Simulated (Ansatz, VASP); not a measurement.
**TiTeAs3: VASP beside Ansatz**

```xyz
5
Lattice="4.6067 0.0000 0.0000 -2.3033 3.9895 0.0000 0.0000 0.0000 6.0524" Properties=species:S:1:pos:R:3 pbc="T T T"
Ti    0.0000    2.6597    3.0262
Te    2.3033    1.3298    0.0000
As    0.0000    0.0000    4.3147
As    0.0000    0.0000    1.7376
As    2.3033    1.3298    3.0262
```

Change from the starting cell: species swapped into the GaNi3As type (P-6m2, No. 187).

Alike in both runs: functional PBE; k mesh 12 × 12 × 6; occupations gaussian, width 0.1 eV; no spin polarisation.

Ansatz relaxed the structure, and its values are those at the end. VASP's run is a single point on that final structure, the one shown.

|  | VASP | Ansatz |
| --- | --- | --- |
| version | VASP 6.6.1 | Ansatz 0.2.0 |
| potentials or method | VASP PAW PBE potentials, release 64 (Ti_sv, Te, As), cutoff 520 eV | scalar-relativistic, plane waves, PAW |
| valence electrons in the cell | 33 | 73 |

VASP gave:

- gap on the k mesh at the Fermi level (eV): none
- pressure (GPa): 0.1
- rms of the force components (eV/Å): 0.012

**Question.** What did Ansatz give for the same quantities?

**Answer.** gap on the k mesh at the Fermi level (eV): none; pressure (GPa): 0.0; rms of the force components (eV/Å): 0.002.

A gap of «none» marks a metal or a gap that the smearing closes. VASP's potentials hold 33 valence electrons a cell and Ansatz's 73, so a difference there can come from the potentials and not from the codes.

Neither program's run includes spin-orbit coupling.
